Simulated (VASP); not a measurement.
Set up this calculation in VASP 6.6.1, as the native input.

```yaml
Task: relaxation of cell and atoms
Functional: LDA
Potentials_or_basis: VASP PAW LDA potentials, release 64 (Sb, Bi_d)
Cutoff: 600 eV
k_mesh: 12 × 12 × 12
Occupations: fermi-dirac, width 0.1 eV
Spin: no spin polarisation
Target_pressure: 31 GPa
Dipole_correction: no
Further_INCAR_settings: ALGO = Normal; EDIFF = 1e-06; IBRION = 2; EDIFFG = -0.005; NSW = 32; ISIF = 3
```

The structure of BiSb (CsCl type) lies in POSCAR:

```
BiSb
1.0
    3.4945626892      0.0000000000      0.0000000000
    0.0000000000      3.4945626892      0.0000000000
    0.0000000000      0.0000000000      3.4945626892
Sb Bi
1 1
Direct
    0.0000000000      0.0000000000      0.0000000000
    0.5000000000      0.5000000000      0.5000000000
```

The input as run:

INCAR

```
PREC     = Accurate       # precision mode
ENCUT    = 600            # plane-wave cutoff, eV
EDIFF    = 1E-6           # SCF threshold, eV
ISMEAR   = -1             # smearing method
SIGMA    = 0.1            # smearing width, eV
LREAL    = False          # projectors in reciprocal space
LASPH    = True           # aspherical terms in the spheres
NELM     = 100            # most SCF steps
ALGO     = Normal         # electronic algorithm
ISIF     = 3              # what is computed and relaxed
LWAVE    = False          # write WAVECAR
LCHARG   = False          # write CHGCAR
IBRION   = 2              # ionic algorithm
NSW      = 32             # ionic steps
EDIFFG   = -0.005         # ionic threshold
PSTRESS  = 310.0
```

KPOINTS

```
Automatic mesh
0
Gamma
  12 12 12
```

Potentials or basis: VASP PAW LDA potentials, release 64 (Sb, Bi_d).

The run is started by

```bash
$ cat potpaw_LDA.64/Sb/POTCAR potpaw_LDA.64/Bi_d/POTCAR > POTCAR
$ mpirun -np 1 vasp_std > vasp.out
```

It gave:

* Relaxed volume: 21.40 Å³/atom
* Relaxed cell: a = 3.498 Å, b = 3.498 Å, c = 3.498 Å, α = 90.00°, β = 90.00°, γ = 90.00°
* Space group after relaxing (to 0.1 Å): Pm-3m (No. 221)
* Energy change on relaxing (the run minimises the enthalpy): -11.6 meV/atom
* Ionic steps: 3
* Pressure after relaxing: 31.0 GPa
* Band gap on the k mesh: zero (bands 10 and 11 overlap by 5.43 eV)

Caveat: the cell is relaxed towards a set pressure, so the run minimises the enthalpy, not the energy; spin-orbit coupling is left out, which moves the levels of the heavy elements.

Run time: 99 s on 1 thread of Oxide Virtual Turin-like Processor, with other jobs on the host, peak memory 0.17 GiB.
